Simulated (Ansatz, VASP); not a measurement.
# Mo: VASP beside Ansatz

Contents of POSCAR:

```
Mo
1.0
   -1.5816602142      1.5816602142      1.5816602142
    1.5816602142     -1.5816602142      1.5816602142
    1.5816602142      1.5816602142     -1.5816602142
Mo
1
Direct
    0.0000000000      0.0000000000      0.0000000000
```

Contents of INCAR.step1:

```
SYSTEM = Mo
PREC     = Accurate       ! precision mode
ENCUT    = 520            ! plane-wave cutoff, eV
ISMEAR   = 0              ! smearing method
SIGMA    = 0.05           ! smearing width, eV
LREAL    = .False.        ! projectors in reciprocal space
LASPH    = .True.         ! aspherical terms in the spheres
NELM     = 100            ! most SCF steps
NBANDS   = 13             ! bands
GGA      = PE             ! functional
ALGO     = Normal         ! electronic algorithm
EDIFF    = 1E-4           ! SCF threshold, eV
LWAVE    = .True.         ! write WAVECAR
LCHARG   = .False.        ! write CHGCAR
```

INCAR.step2

```
SYSTEM = Mo
PREC     = Accurate       ! precision mode
ENCUT    = 520            ! plane-wave cutoff, eV
EDIFF    = 1E-6           ! SCF threshold, eV
ISMEAR   = 0              ! smearing method
SIGMA    = 0.05           ! smearing width, eV
LREAL    = .False.        ! projectors in reciprocal space
LASPH    = .True.         ! aspherical terms in the spheres
NELM     = 100            ! most SCF steps
ALGO     = Normal         ! electronic algorithm
ISIF     = 2              ! what is computed and relaxed
LWAVE    = .False.        ! write WAVECAR
LCHARG   = .False.        ! write CHGCAR
METAGGA  = R2SCAN         ! meta-GGA
LMIXTAU  = .True.       
NBANDS   = 13             ! bands
ISTART   = 1
```

Contents of KPOINTS:

```
Automatic mesh
0
Gamma
  20 20 20
  0 0 0
```

Input for Ansatz:

```yaml
crystal:
  lattice:
    - [-1.5816602142, 1.5816602142, 1.5816602142]
    - [1.5816602142, -1.5816602142, 1.5816602142]
    - [1.5816602142, 1.5816602142, -1.5816602142]
  atoms:
    - { symbol: Mo, position: [0.0, 0.0, 0.0] }
basis:
  ecutwfc: 500
  ecutrho_ratio: 4
kpoints:
  mp_grid: { grid: [20, 20, 20] }
hamiltonian:
  xc: r2scan
scf:
  occupations: { method: gaussian, width: 0.05 }
output:
  forces: true
  stress: true
  eigenvalues: true
```

Alike in both runs: task single point; functional r2SCAN; k mesh 20 × 20 × 20; occupations gaussian, width 0.05 eV; no spin polarisation.

|  | VASP | Ansatz |
| --- | --- | --- |
| version | VASP 6.6.1 | Ansatz 0.2.0 |
| potentials or method | VASP PAW PBE potentials, release 64 (Mo_sv), cutoff 520 eV | scalar-relativistic, plane waves, PAW |
| valence electrons in the cell | 14 | 14 |

Ansatz gave:

- gap on the k mesh at the Fermi level (eV): none
- pressure (GPa): -3.2

Question: Which values does VASP return?

Answer: gap on the k mesh at the Fermi level (eV): none; pressure (GPa): -2.1.

VASP's potentials were made for PBE, not for r2SCAN. A gap of «none» marks a metal or a gap that the smearing closes.
